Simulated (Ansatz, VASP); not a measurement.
**One calculation of BN, two programs**

The input INCAR:

```
SYSTEM = BN
ALGO     = Normal         ! electronic algorithm
EDIFF    = 1E-7           ! SCF threshold, eV
ENCUT    = 520            ! plane-wave cutoff, eV
GGA      = PS             ! functional
ISIF     = 2              ! what is computed and relaxed
ISMEAR   = 0              ! smearing method
LASPH    = .True.         ! aspherical terms in the spheres
LCHARG   = .True.         ! write CHGCAR
LELF     = .True.         ! ELF
LREAL    = .False.        ! projectors in reciprocal space
LVHAR    = .True.       
LWAVE    = .False.        ! write WAVECAR
NBANDS   = 11             ! bands
NELM     = 80             ! most SCF steps
PREC     = Accurate       ! precision mode
SIGMA    = 0.02           ! smearing width, eV
```

File KPOINTS:

```
k-points
0
Gamma
  14 14 14
  0 0 0
```

Contents of POSCAR:

```
BN
1.0
    0.0000000000      2.6958125282      2.1295432349
    1.2398078633      0.0000000000      2.1295432349
    1.2398078633      2.6958125282      0.0000000000
B N
1 1
Direct
    0.0005379144      0.0005379144      0.9994620856
    0.6661620756      0.6661620756      0.3338379244
```

Input for Ansatz:

```yaml
crystal:
  lattice:
    - [0.0, 2.6958125282, 2.1295432349]
    - [1.2398078633, 0.0, 2.1295432349]
    - [1.2398078633, 2.6958125282, 0.0]
  atoms:
    - { symbol: B, position: [0.0005379144, 0.0005379144, 0.9994620856] }
    - { symbol: "N", position: [0.6661620756, 0.6661620756, 0.3338379244] }
basis:
  ecutwfc: 420
kpoints:
  mp_grid: { grid: [14, 14, 14] }
  band_path: { path: [VBM, CBM], npoints: 2 }
hamiltonian:
  xc: pbesol
scf:
  occupations: { method: gaussian, width: 0.02 }
output:
  forces: true
  stress: true
  eigenvalues: true
checkpoint:
  read: start.run
  write: ck
  compress: false
  write_wavefunctions: false
  write_every: 100000
```

Alike in both runs: task single point; functional PBEsol; k mesh 14 × 14 × 14; occupations gaussian, width 0.02 eV; no spin polarisation.

```csv
,VASP,Ansatz
version,VASP 6.6.1,Ansatz 0.2.0
potentials or method,"VASP PAW PBE potentials, release 64 (B, N), cutoff 520 eV","scalar-relativistic, plane waves, PAW"
valence electrons in the cell,8,8
```

```tsv
	VASP	Ansatz	Ansatz less VASP
gap on the k mesh at the Fermi level (eV)	1.76	1.78	+0.015
least direct gap on the mesh (eV)	4.60	4.61	+0.008
pressure (GPa)	20.4	20.0	-0.42
traceless stress, the component that is largest in VASP (GPa)	-0.57	-0.01	+0.563
```

VASP's potentials were made for PBE, not for PBEsol. With one functional, cell and mesh, what is left measures potentials, basis and numerics.
